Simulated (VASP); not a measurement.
# BaTe in VASP: notebook, part 2 of 2

VASP 6.6.1. Earlier steps stand in the parts before.

## 4. Single point, r2SCAN

This run uses another cell than the first one, of 44.03 Å³/atom.

POSCAR

```
BaTe
1.0
    3.5312153233      3.5312153233      0.0000000000
   -3.5312153233      3.5312153233      0.0000000000
    0.0000000000      3.5312153233      3.5312153233
Ba Te
1 1
Direct
    0.0000000000      0.0000000000      0.0000000000
    0.5000000000      0.5000000000      0.0000000000
```

INCAR.step1

```
PREC = Accurate
ENCUT = 520
ISMEAR = -1
SIGMA = 0.05
LREAL = False
LASPH = True
NELM = 60
NBANDS = 15
GGA = PE
ALGO = Normal
EDIFF = 1E-4
LWAVE = True
LCHARG = False
```

INCAR.step2

```
PREC = Accurate
ENCUT = 520
EDIFF = 1E-6
ISMEAR = -1
SIGMA = 0.05
LREAL = False
LASPH = True
NELM = 60
ALGO = Normal
ISIF = 2
LWAVE = False
LCHARG = False
METAGGA = R2SCAN
LMIXTAU = True
NBANDS = 15
ISTART = 1
```

KPOINTS

```
regular mesh
0
Gamma
  10 10 10
```

Potentials or basis: VASP PAW PBE potentials, release 64 (Ba_sv, Te).

Command:

```sh
> cat potpaw_PBE.64/Ba_sv/POTCAR potpaw_PBE.64/Te/POTCAR > POTCAR
> cp INCAR.step1 INCAR
> mpirun -np 1 vasp_std > vasp.out
> cp INCAR.step2 INCAR
> mpirun -np 1 vasp_std > vasp.out
```

OUTCAR:

```text
PREC = Accurate
   ENCUT = 520
   EDIFF = 1E-6
   ISMEAR = -1
   LREAL = False
   LASPH = True
   NELM = 60
   ISIF = 2
   METAGGA = R2SCAN
   ISTART = 1

 ion  position               nearest neighbor table
   1  0.000  0.000  0.000-   2 3.53   2 3.53   2 3.53   2 3.53   2 3.53   2 3.53
   2  0.500  0.500  0.000-   1 3.53   1 3.53   1 3.53   1 3.53   1 3.53   1 3.53

  LATTYP: Found a face centered cubic cell.
 ALAT       =     7.0624306466

  Lattice vectors:

 A1 = (   0.0000000000,   3.5312153233,   3.5312153233)
 A2 = (   3.5312153233,   0.0000000000,   3.5312153233)
 A3 = (   3.5312153233,   3.5312153233,   0.0000000000)

Analysis of symmetry for initial positions (statically):
=====================================================================
 Subroutine PRICEL returns:
 Original cell was already a primitive cell.

 Routine SETGRP: Setting up the symmetry group for a
 face centered cubic supercell.

 Subroutine GETGRP returns: Found 48 space group operations
 (whereof 48 operations were pure point group operations)
 out of a pool of 48 trial point group operations.

The static configuration has the point symmetry O_h .
[... 174 lines left out ...]
      5      -7.8565      2.00000
      6       1.8991      2.00000
      7       1.8991      2.00000
      8       1.8991      2.00000
      9       5.2565      0.00000
     10       5.2565      0.00000
     11       5.2565      0.00000
     12       5.3720      0.00000
     13       5.9164      0.00000
     14       5.9164      0.00000
[... 401 lines left out ...]
      2     -10.9399      2.00000
      3     -10.8271      2.00000
      4     -10.7454      2.00000
      5      -7.3994      2.00000
      6       0.4372      2.00000
      7       0.8847      2.00000
      8       1.0554      2.00000
      9       5.2699      0.00000
     10       7.0280      0.00000
     11       7.3485      0.00000
     12       7.6739      0.00000
     13       8.3541      0.00000
     14       8.7519      0.00000
     15      10.1367      0.00000

 [... further k-points ...]

------------------------ aborting loop because EDIFF is reached ----------------------------------------

  FORCE on cell =-STRESS in cart. coord.  units (eV):
  Direction    XX          YY          ZZ          XY          YZ          ZX
  --------------------------------------------------------------------------------------
  -------------------------------------------------------------------------------------
  Total        0.1797567      0.1797567      0.1797567     -0.0000000     -0.0000000      0.0000000
  in kB        3.2703413      3.2703413      3.2703413     -0.0000000     -0.0000000      0.0000000
  external PRESSURE =       3.2703413 kB  Pullay stress =       0.0000000 kB

 VOLUME and BASIS-vectors are now :
 -----------------------------------------------------------------------------
  energy-cutoff  :      520.00
  volume of cell :       88.06
      direct lattice vectors                 reciprocal lattice vectors
     3.531215323  3.531215323  0.000000000     0.141594311  0.141594311 -0.141594311
    -3.531215323  3.531215323  0.000000000    -0.141594311  0.141594311 -0.141594311
     0.000000000  3.531215323  3.531215323     0.000000000  0.000000000  0.283188622

 POSITION                                       TOTAL-FORCE (eV/Angst)
 -----------------------------------------------------------------------------------
      0.00000      0.00000      0.00000        -0.000000     -0.000000      0.000000
      0.00000      3.53122      0.00000         0.000000      0.000000      0.000000
 -----------------------------------------------------------------------------------
    total drift:                                0.000000     -0.000000     -0.000000

  FREE ENERGIE OF THE ION-ELECTRON SYSTEM (eV)
  ---------------------------------------------------
  free  energy   TOTEN  =       -56.0285245710 eV

  energy  without entropy=      -56.0285245709  energy(sigma->0) =      -56.02852457
```

OUTCAR.step1:

```text
PREC = Accurate
   ENCUT = 520
   ISMEAR = -1
   LREAL = False
   LASPH = True
[... 653 lines left out ...]
      0.00000      0.00000      0.00000        -0.000000     -0.000000      0.000000
      0.00000      3.53122      0.00000         0.000000      0.000000      0.000000
 -----------------------------------------------------------------------------------
    total drift:                                0.000000     -0.000000     -0.000000

  FREE ENERGIE OF THE ION-ELECTRON SYSTEM (eV)
  ---------------------------------------------------
  free  energy   TOTEN  =        -8.6285352471 eV

  energy  without entropy=       -8.6285352445  energy(sigma->0) =       -8.62853525
```

It took 3.6 min on 1 thread of AMD EPYC 9R45 (Zen 5), shared host; peak memory 0.26 GiB.

What came out:

```
Free energy            : -56.0285 eV
Pressure               : 0.3 GPa
Band gap on the k mesh : 1.93 eV (least direct gap 2.32 eV)
```

Caveat: the PAW data sets were made with another functional, which shifts forces and pressure a little; spin-orbit coupling is left out, which moves the levels of the heavy elements.

## 5. Relaxation of cell and atoms, r2SCAN

This run uses another cell than the first one, of 39.65 Å³/atom.

POSCAR

```
BaTe
1.0
    3.4100000000      3.4100000000      0.0000000000
   -3.4100000000      3.4100000000      0.0000000000
    0.0000000000      3.4100000000      3.4100000000
Ba Te
1 1
Direct
    0.0000000000      0.0000000000      0.0000000000
    0.5000000000      0.5000000000      0.0000000000
```

INCAR.step1

```
SYSTEM = BaTe
PREC = Accurate
ENCUT = 600
ISMEAR = -1
SIGMA = 0.05
LREAL = .False.
LASPH = .True.
NELM = 60
GGA = PE
ALGO = Normal
EDIFF = 1E-4
LWAVE = .True.
LCHARG = .False.
```

INCAR.step2

```
SYSTEM = BaTe
PREC = Accurate
ENCUT = 600
EDIFF = 1E-6
ISMEAR = -1
SIGMA = 0.05
LREAL = .False.
LASPH = .True.
NELM = 60
ALGO = Normal
ISIF = 3
LWAVE = .False.
LCHARG = .False.
METAGGA = R2SCAN
LMIXTAU = .True.
IBRION = 2
NSW = 100
EDIFFG = -0.002
ISTART = 1
```

KPOINTS

```
regular mesh
0
Gamma
  10 10 10
  0 0 0
```

Potentials or basis: VASP PAW PBE potentials, release 64 (Ba_sv, Te).

Command:

```sh
> cat potpaw_PBE.64/Ba_sv/POTCAR potpaw_PBE.64/Te/POTCAR > POTCAR
> cp INCAR.step1 INCAR
> mpirun -np 1 vasp_std > vasp.out
> cp INCAR.step2 INCAR
> mpirun -np 1 vasp_std > vasp.out
```

OUTCAR:

```text
SYSTEM = BaTe
   PREC = Accurate
   ENCUT = 600
   EDIFF = 1E-6
   ISMEAR = -1
   LREAL = .False.
   LASPH = .True.
   NELM = 60
   ISIF = 3
   METAGGA = R2SCAN
   IBRION = 2
   NSW = 100
   EDIFFG = -0.002
   ISTART = 1

 ion  position               nearest neighbor table
   1  0.000  0.000  0.000-   2 3.41   2 3.41   2 3.41   2 3.41   2 3.41   2 3.41
   2  0.500  0.500  0.000-   1 3.41   1 3.41   1 3.41   1 3.41   1 3.41   1 3.41

  LATTYP: Found a face centered cubic cell.
 ALAT       =     6.8200000000

  Lattice vectors:

 A1 = (   0.0000000000,   3.4100000000,   3.4100000000)
 A2 = (   3.4100000000,   0.0000000000,   3.4100000000)
 A3 = (   3.4100000000,   3.4100000000,   0.0000000000)

Analysis of symmetry for initial positions (statically):
[... 339 lines left out ...]
      4     -10.7925      2.00000
      5      -7.8965      2.00000
      6       1.8368      2.00000
      7       1.8368      2.00000
      8       1.8368      2.00000
      9       5.1990      0.00000
     10       5.1990      0.00000
     11       5.1990      0.00000
     12       5.2667      0.00000
[... 331 lines left out ...]
 k-point    24 :       0.4000    0.3000    0.0000
  band No.  band energies     occupation
      1     -26.0589      2.00000
      2     -11.0162      2.00000
      3     -10.9098      2.00000
      4     -10.8318      2.00000
      5      -7.4545      2.00000
      6       0.3919      2.00000
      7       0.8306      2.00000
      8       1.0061      2.00000
      9       5.2096      0.00000
     10       6.9434      0.00000
     11       7.2641      0.00000
     12       7.5724      0.00000

 [... further k-points ...]

------------------------ aborting loop because EDIFF is reached ----------------------------------------

  FORCE on cell =-STRESS in cart. coord.  units (eV):
  Direction    XX          YY          ZZ          XY          YZ          ZX
  --------------------------------------------------------------------------------------
  -------------------------------------------------------------------------------------
  Total        0.0004656      0.0004656      0.0004656     -0.0000000     -0.0000000     -0.0000000
  in kB        0.0083848      0.0083848      0.0083848     -0.0000000     -0.0000000     -0.0000000
  external PRESSURE =       0.0083848 kB  Pullay stress =       0.0000000 kB
[... 17 lines left out ...]
  FREE ENERGIE OF THE ION-ELECTRON SYSTEM (eV)
  ---------------------------------------------------
  free  energy   TOTEN  =       -56.0294479994 eV

  energy  without entropy=      -56.0294479993  energy(sigma->0) =      -56.02944800

 reached required accuracy - stopping structural energy minimisation
```

OUTCAR.step1:

```text
SYSTEM = BaTe
   PREC = Accurate
   ENCUT = 600
   ISMEAR = -1
   LREAL = .False.
   LASPH = .True.
[... 580 lines left out ...]
      0.00000      0.00000      0.00000         0.000000      0.000000      0.000000
      0.00000      3.41000      0.00000        -0.000000     -0.000000      0.000000
 -----------------------------------------------------------------------------------
    total drift:                                0.000000     -0.000000     -0.000000

  FREE ENERGIE OF THE ION-ELECTRON SYSTEM (eV)
  ---------------------------------------------------
  free  energy   TOTEN  =        -8.5132083436 eV

  energy  without entropy=       -8.5132083207  energy(sigma->0) =       -8.51320833
```

OSZICAR.step1:

```text
N       E                     dE             d eps       ncg     rms          rms(c)
DAV:   1     0.973182310386E+02    0.97318E+02   -0.69986E+03  1128   0.126E+03
DAV:   2    -0.252394207307E+01   -0.99842E+02   -0.93682E+02  1480   0.192E+02
DAV:   3    -0.843651965514E+01   -0.59126E+01   -0.58734E+01  1464   0.535E+01
DAV:   4    -0.859787152725E+01   -0.16135E+00   -0.16117E+00  1668   0.904E+00
DAV:   5    -0.860055403217E+01   -0.26825E-02   -0.26823E-02  1484   0.943E-01    0.417E+00
DAV:   6    -0.850680617402E+01    0.93748E-01   -0.16172E-01  1364   0.212E+00    0.279E+00
DAV:   7    -0.850851069813E+01   -0.17045E-02   -0.12703E-01  1516   0.230E+00    0.777E-01
DAV:   8    -0.851244554324E+01   -0.39348E-02   -0.14787E-02  1312   0.908E-01    0.162E-01
DAV:   9    -0.851304025104E+01   -0.59471E-03   -0.96614E-04  1460   0.266E-01    0.515E-02
DAV:  10    -0.851317462468E+01   -0.13437E-03   -0.12359E-04  1156   0.881E-02    0.184E-02
DAV:  11    -0.851320834358E+01   -0.33719E-04   -0.72386E-05   980   0.641E-02
   1 F= -.85132083E+01 E0= -.85132083E+01  d E =-.229006E-07
```

Run time: 11 min. Hardware: 1 thread of AMD EPYC 9R45 (Zen 5), shared host; peak memory 0.27 GiB.

Results:

```yaml
Free_energy: -56.0294 eV
Relaxed_volume: 44.48 Å³/atom
Relaxed_cell: a = 5.011 Å, b = 5.011 Å, c = 5.011 Å, α = 60.00°, β = 60.00°, γ = 90.00°
Space_group_after_relaxing_to_0.1_Å: Fm-3m (No. 225)
Energy_gained_by_relaxing: 61.2 meV/atom
Ionic_steps: 5
Pressure_after_relaxing: 0.0 GPa
Band_gap_on_the_k_mesh: 1.95 eV (least direct gap 2.34 eV)
```

Step by step:
```
step  energy change (eV)  largest force (eV/Å)  pressure (GPa)  volume (Å³)
   1              0.0000                0.0000            4.50        79.30
   2             -0.1080                0.0000           -1.17        92.79
   3             -0.1225                0.0000            0.02        88.92
   4             -0.1224                0.0000           -0.04        89.12
   5             -0.1225                0.0000            0.00        88.97
```

Final structure:
```
CELL_PARAMETERS angstrom
3.54325 3.54325 0.00000
-3.54325 3.54325 0.00000
0.00000 3.54325 3.54325
ATOMIC_POSITIONS crystal
Ba 0.00000 0.00000 0.00000
Te 0.50000 0.50000 0.00000
```

Levels at points of the mesh, in eV from the valence-band top:
```tsv
k point	band 4	band 5	band 6	band 7	band 8	band 9	band 10	band 11	band 12
(0.00, 0.00, 0.00)	-12.63	-9.73	0.00	0.00	0.00	3.36	3.36	3.36	3.43
(0.50, 0.00, 0.00)	-12.64	-9.06	-2.12	-1.05	-1.05	4.59	5.17	5.33	5.33
(0.50, 0.50, 0.00)	-12.70	-9.53	-1.14	-0.39	-0.39	1.95	4.89	5.19	6.06
```

Caveat: the PAW data sets were made with another functional, which shifts forces and pressure a little; spin-orbit coupling is left out, which moves the levels of the heavy elements.

## 6. Summary

```tsv
task	cell	k mesh	cutoff (eV)	smearing	gap on the mesh (eV)	pressure (GPa)
single point	a = 5.044, b = 5.044, c = 5.004 Å, angles 59.7, 59.7, 90.0°, 2 atoms	6 × 6 × 6	520	gaussian 0.01 eV	1.93	-0.1
single point	a = 5.044, b = 5.044, c = 5.011 Å, angles 59.8, 59.8, 90.0°, 2 atoms	6 × 6 × 6	520	gaussian 0.01 eV	1.94	-0.2
single point	a = 4.994 Å, angles 60.0, 60.0, 90.0°, 2 atoms	10 × 10 × 10	520	fermi-dirac 0.05 eV	1.93	0.3
relaxation of cell and atoms	relaxed from a = 4.822 Å, angles 60.0, 60.0, 90.0°, 2 atoms	10 × 10 × 10	600	fermi-dirac 0.05 eV	1.95	0.0
```

Alike in all rows: level r2SCAN; potentials or basis VASP PAW PBE potentials, release 64 (Ba_sv, Te); no spin polarisation.

Caveats: the PAW data sets were made with another functional, which shifts forces and pressure a little; spin-orbit coupling is left out, which moves the levels of the heavy elements.

Absolute energies hang on the potentials; compare differences alone.
